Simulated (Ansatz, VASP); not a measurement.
## Two plane-wave programs on ReS

```
Re S
1.0
     0.00000    2.55645    2.55645
     2.55645    0.00000    2.55645
     2.55645    2.55645    0.00000
Re S
1 1
Direct
  0.00000 0.00000 0.00000
  0.25000 0.25000 0.25000
```

Alike in both runs: task single point; functional PBEsol; k mesh 10 × 10 × 10; occupations gaussian, width 0.05 eV; collinear spin.

```csv
,VASP,Ansatz
version,VASP 6.6.1,Ansatz 0.2.0
potentials or method,"VASP PAW PBE potentials, release 64 (Re_sv_GW, S), cutoff 560 eV","scalar-relativistic, plane waves, PAW"
valence electrons in the cell,21,21
```

```tsv
	VASP	Ansatz	Ansatz less VASP
gap on the k mesh at the Fermi level (eV)	none	none	-
pressure (GPa)	8.2	8.8	+0.56
net moment per atom (μB)	0.01	0.00	-0.007
```

VASP's potentials were made for PBE, not for PBEsol. A gap of «none» marks a metal or a gap that the smearing closes. Ansatz's warnings: seeded moment not kept.

Spin-orbit coupling is off throughout.
